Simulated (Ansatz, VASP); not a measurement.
**ZnS: VASP beside Ansatz**

```
Zn S
1.0
     1.90307    1.09874    9.35195
    -1.90307    1.09874    9.35195
     0.00000   -2.19748    9.35195
Zn S
3 3
Cartesian
  0.0000 0.0000 28.0550
  0.0000 0.0000 6.2360
  0.0000 0.0000 12.4740
  0.0000 0.0000 2.3361
  0.0000 0.0000 14.8091
  0.0000 0.0000 8.5672
```

Alike in both runs: task single point; functional PBEsol; k mesh 6 × 6 × 6; no spin polarisation; Hubbard terms Zn d U = 2.0 eV.

|  | VASP | Ansatz |
| --- | --- | --- |
| version | VASP 6.6.1 | Ansatz 0.2.0 |
| potentials or method | VASP PAW PBE potentials, release 64 (Zn, S) | plane waves, PAW |
| plane-wave cutoff (eV) | 500 | 420 |
| occupations | gaussian, width 0.01 eV | fixed |
| valence electrons in the cell | 54 | 54 |

Ansatz gave:

```
gap on the k mesh at the Fermi level (eV) : 2.14
```

What did VASP give for the same quantities?

gap on the k mesh at the Fermi level (eV): 2.19.

VASP's potentials were made for PBE, not for PBEsol. The programs project onto different local orbitals, so the same U acts differently, and such runs can settle in different states.
